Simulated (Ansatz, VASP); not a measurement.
**AlP in VASP and in Ansatz**

```
Al P
1.0
     0.00000    2.73516    2.73516
     2.73516    0.00000    2.73516
     2.73516    2.73516    0.00000
Al P
1 1
Cartesian
  0.0000 0.0000 0.0000
  1.3676 1.3676 1.3676
```

Alike in both runs: task single point; functional PBEsol; k mesh 8 × 8 × 8; occupations gaussian, width 0.02 eV; no spin polarisation.

|  | VASP | Ansatz |
| --- | --- | --- |
| version | VASP 6.6.1 | Ansatz 0.2.0 |
| potentials or method | VASP PAW PBE potentials, release 64 (Al, P), cutoff 500 eV | scalar-relativistic, plane waves, PAW |
| valence electrons in the cell | 8 | 8 |

VASP gave:

* gap on the k mesh at the Fermi level (eV): 1.45
* least direct gap on the mesh (eV): 3.16
* pressure (GPa): 0.0

Estimate Ansatz's values.

gap on the k mesh at the Fermi level (eV): 1.45; least direct gap on the mesh (eV): 3.15; pressure (GPa): 0.0.

VASP's potentials were made for PBE, not for PBEsol, and Ansatz warns of the same on its side. The functional is the same, so the differences come from potentials, cutoffs and numerics.
